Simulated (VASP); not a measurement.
Set up this calculation in VASP 6.6.1, as the native input.

```
Task                   : single point
Functional             : PBE
Potentials or basis    : VASP PAW PBE potentials, release 64 (Al, Si, Zn)
Cutoff                 : 520 eV
k mesh                 : 2 × 2 × 2, shifted
Occupations            : gaussian, width 0.1 eV
Spin                   : no spin polarisation
Dipole correction      : no
Further INCAR settings : LREAL = Auto; ALGO = Normal; EDIFF = 1e-06; NBANDS = 60; ISYM = 0
```

The structure of Al3Zn4Si9 lies in POSCAR:

```
Al3Zn4Si9
1.0
    6.2123166957      0.2387087351     -0.0423024400
    0.2387087351      6.3360055325     -0.0512066052
   -0.0423024400     -0.0512066052      6.8259426349
Al Si Zn
3 9 4
Direct
    1.0821841567      0.3874113006      0.9658146141
    0.4290097276      0.4965008054      0.4515565870
    0.2119532398      0.7431012179      0.7656574642
    0.5145782977      1.1844699826      0.0135190565
    0.9909023474      1.0440263613      0.5141026296
    0.2347917174      0.1706031524      0.2741448343
    0.5828599636      0.0980959122      0.4561080957
    0.8169862201      0.2922017007      0.2512893823
    0.0070312057      0.4544007327      0.5242973564
    0.3030002048      0.1498675138      0.7122198936
    0.8101336070      0.7557513397      0.3632157610
    0.7575458680      0.2679785865      0.7311549535
   -0.1661462225      0.9070303821      0.9898186840
    0.5601310841      0.6031264638      0.0728843308
    0.1874734347      0.7679512151      0.1865313230
    0.6572674633      0.6857387245      0.7186673877
```

These files were run (other wordings do the same):

INCAR

```
ALGO = Normal
EDIFF = 1E-6
ENCUT = 520
GGA = PE
ISIF = 2
ISMEAR = 0
ISYM = 0
LASPH = T
LCHARG = F
LREAL = Auto
LWAVE = F
NBANDS = 60
NELM = 60
PREC = Accurate
SIGMA = 0.1
```

KPOINTS

```
Automatic mesh
0
Gamma
  2 2 2
  0.5 0.5 0.5
```

Potentials or basis: VASP PAW PBE potentials, release 64 (Al, Si, Zn).

Launch:

```console
$ cat potpaw_PBE.64/Al/POTCAR potpaw_PBE.64/Si/POTCAR potpaw_PBE.64/Zn/POTCAR > POTCAR
$ mpirun -np 1 vasp_std > vasp.out
```

It gave:

```
Pressure      : 0.1 GPa
Largest force : 0.036 eV/Å
```

Caveat: the k points lie up to 0.51 Å⁻¹ apart.

Wall time 69 s on 1 thread of Intel(R) Xeon(R) 6975P-C (Granite Rapids) (shared host), peak memory 0.35 GiB.
